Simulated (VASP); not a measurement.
Input of a VASP 6.6.1 run:

The input INCAR:

```
PREC = Accurate
ENCUT = 520
EDIFF = 1E-8
ISMEAR = 0
SIGMA = 0.01
LREAL = False
LASPH = True
NELM = 60
ALGO = Normal
ISIF = 2
LWAVE = False
LCHARG = True
GGA = PE
NBANDS = 41
IBRION = 8
NSW = 1
LEPSILON = True
```

KPOINTS

```
regular mesh
0
Gamma
  6 6 6
```

File POSCAR:

```
MgZn3O4
1.0
    4.3132375545      0.0000000000      0.0000000000
    0.0000000000      4.3132375545      0.0000000000
    0.0000000000      0.0000000000      4.3132375545
Mg Zn O
1 3 4
Direct
    0.0000000000      0.0000000000      0.0000000000
    0.5000000000      0.0000000000      0.5000000000
    0.5000000000      0.5000000000      0.0000000000
    0.0000000000      0.5000000000      0.5000000000
    0.0000000000      0.5000000000      0.0000000000
    0.5000000000      0.5000000000      0.5000000000
    0.0000000000      0.0000000000      0.5000000000
    0.5000000000      0.0000000000      0.0000000000
```

Potentials or basis: VASP PAW PBE potentials, release 64 (Mg, Zn, O).

Command:

```console
$ cat potpaw_PBE.64/Mg/POTCAR potpaw_PBE.64/Zn/POTCAR potpaw_PBE.64/O/POTCAR > POTCAR
$ mpirun -np 1 vasp_std > vasp.out
```

Problem. Estimate the electronic dielectric tensor (diagonal).

Solution. 4.92.

Problem. What does it give for the Born charges (mean of the diagonal)?

Solution. Mg +2.04; Zn +2.40; O -2.27, -2.44 (each value once) e.

Problem. Predict the highest phonon frequency at Γ, LO-TO splitting left out.

Solution. 458 cm⁻¹.

Phonon frequencies in cm⁻¹ (negative: imaginary):
```csv
q point,frequencies
"(0.000, 0.000, 0.000)",0 0 0 135 135 135 155 155 155 224 224 224 298 298 298 355 355 355 356 356 356 458 458 458
```
